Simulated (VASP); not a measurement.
Input of a VASP 6.6.1 run:

The input INCAR:

```
PREC = Accurate ; ENCUT = 520
EDIFF = 1E-6 ; ISMEAR = 0
SIGMA = 0.05 ; LREAL = F
LASPH = T ; NELM = 100
ALGO = Normal ; ISIF = 2
LWAVE = F ; LCHARG = F
GGA = PE ; NBANDS = 46
```

File KPOINTS:

```
regular mesh
0
Gamma
  8 6 6
```

POSCAR

```
GaN
1.0
   -3.2185392732      0.0000000000      0.0000000000
    0.0000000000      0.0000000000     -5.2433778863
    0.0000000001     -5.5746735474      0.0000000000
Ga N
4 4
Direct
    0.5000000000      0.0033886185      0.1747072928
    0.0000000000     -0.0031638094      0.6586271504
    0.0000000000      0.4968361906      0.3413728496
    0.5000000000      0.5033886185      0.8252927072
    0.5000000000      0.6264528498      0.1680293180
    0.0000000000      0.6292965246      0.6653110494
    0.0000000000      0.1292965246      0.3346889506
    0.5000000000      0.1264528498      0.8319706820
```

Potentials or basis: VASP PAW PBE potentials, release 64 (Ga_d, N).

Command:

```bash
$ cat potpaw_PBE.64/Ga_d/POTCAR potpaw_PBE.64/N/POTCAR > POTCAR
$ mpirun -np 1 vasp_std > vasp.out
```

(1) What does it give for the largest force?

(2) Estimate the band gap on the k mesh.

(3) Estimate the pressure.

Results:

(1) 1.243 eV/Å.

(2) 1.64 eV.

(3) 0.4 GPa.

Caveat: the cell differs from its parent crystal (mode 11 frozen in at -0.048 Å and mode 13 at -0.020 Å (largest displacements)); forces of over 1 eV/Å act on the atoms, so gaps and moduli don't describe the material at rest.
